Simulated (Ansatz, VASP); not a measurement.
TaN in VASP and in Ansatz

```xyz
2
Lattice="2.8070 0.0000 0.0000 -1.4035 2.4310 0.0000 0.0000 0.0000 2.7559" Properties=species:S:1:pos:R:3 pbc="T T T"
Ta    0.0000    1.6206    1.3779
N     0.0000    0.0000    0.0000
```

Change from the starting cell: strain -0.040 along x and y, -0.040 along z, atoms carried along.

Alike in both runs: task single point; functional PBEsol; k mesh 24 × 24 × 20; occupations gaussian, width 0.15 eV; no spin polarisation.

|  | VASP | Ansatz |
| --- | --- | --- |
| version | VASP 6.6.1 | Ansatz 0.2.0 |
| potentials or method | VASP PAW PBE potentials, release 64 (Ta_sv_GW, N), cutoff 600 eV | scalar-relativistic, plane waves, PAW |
| valence electrons in the cell | 18 | 18 |

|  | VASP | Ansatz | Ansatz less VASP |
| --- | --- | --- | --- |
| gap on the k mesh at the Fermi level (eV) | none | none | - |
| pressure (GPa) | 58.4 | 57.9 | -0.53 |
| traceless stress, the component that is largest in VASP (GPa) | 4.64 | 4.46 | -0.180 |

VASP's potentials were made for PBE, not for PBEsol. A gap of «none» marks a metal or a gap that the smearing closes. Both programs put the cell under a high pressure, so it lies far from rest at this level. The functional is the same, so the differences come from potentials, cutoffs and numerics.

Spin-orbit coupling is off throughout.
